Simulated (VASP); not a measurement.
## C: single point with PBE

Crystal: C.

```xyz
12
Lattice="2.5647 0.0000 0.0000 -1.2824 2.2211 0.0000 0.0000 0.0000 12.5845" Properties=species:S:1:pos:R:3 pbc="T T T"
C     0.0000    0.0000    2.3515
C     0.0000    0.0000    8.6438
C     0.0000    0.0000    3.9407
C     0.0000    0.0000   10.2330
C     0.0000    1.4807    6.5536
C     1.2824    0.7404    0.2613
C     0.0000    1.4807   12.3232
C     1.2824    0.7404    6.0309
C     0.0000    1.4807    8.1182
C     1.2824    0.7404    1.8259
C     0.0000    1.4807   10.7586
C     1.2824    0.7404    4.4663
```

```json
{"Program": "VASP 6.6.1", "Task": "single point", "Functional": "PBE", "Potentials or basis": "VASP PAW PBE potentials, release 64 (C)", "Cutoff": "520 eV", "k mesh": "12 × 12 × 2", "Occupations": "gaussian, width 0.05 eV", "Spin": "no spin polarisation", "Dipole correction": "no", "Further INCAR settings": "ALGO = Normal; EDIFF = 1e-07; NBANDS = 36"}
```

| Property | Result |
| --- | --- |
| Pressure | -18.2 GPa |
| Largest force | 0.033 eV/Å |
| Band gap on the k mesh | 4.29 eV, indirect (least direct gap 5.21 eV) |

Forces on the atoms (eV/Å):
```
C    0.000  0.000 -0.033
C    0.000  0.000 -0.033
C    0.000  0.000  0.033
C    0.000  0.000  0.033
C    0.000  0.000 -0.009
C    0.000  0.000 -0.009
C    0.000  0.000  0.009
C    0.000  0.000  0.009
C    0.000  0.000  0.007
C    0.000  0.000  0.007
C    0.000  0.000 -0.007
C    0.000  0.000 -0.007
```

Stress tensor (GPa, compression positive):
```
-19.95   0.00   0.00
  0.00 -19.95   0.00
  0.00   0.00 -14.85
```

Levels at points of the mesh, in eV from the valence-band top:
```
           k point  band 20  band 21  band 22  band 23  band 24  band 25  band 26  band 27  band 28  band 29
(0.00, 0.00, 0.00)    -0.95    -0.95    -0.14     0.00     0.00     5.21     5.21     5.48     6.27     6.27
(0.50, 0.00, 0.00)    -4.20    -3.87    -3.83    -3.43    -2.75     4.44     5.03     5.11     5.51     6.55
(0.00, 0.00, 0.50)    -1.29    -0.31    -0.31    -0.31    -0.31     5.59     5.59     5.59     5.59     6.07
(0.50, 0.00, 0.50)    -4.71    -3.59    -3.59    -3.08    -3.08     4.61     4.61     5.72     5.72     5.84
```

Wall time 2.5 min on 1 thread of Intel Xeon 8259CL (shared host), peak memory 0.21 GiB.

A k mesh can miss the band edges. A hybrid or GW would open this gap; PBE tends to underestimate it.
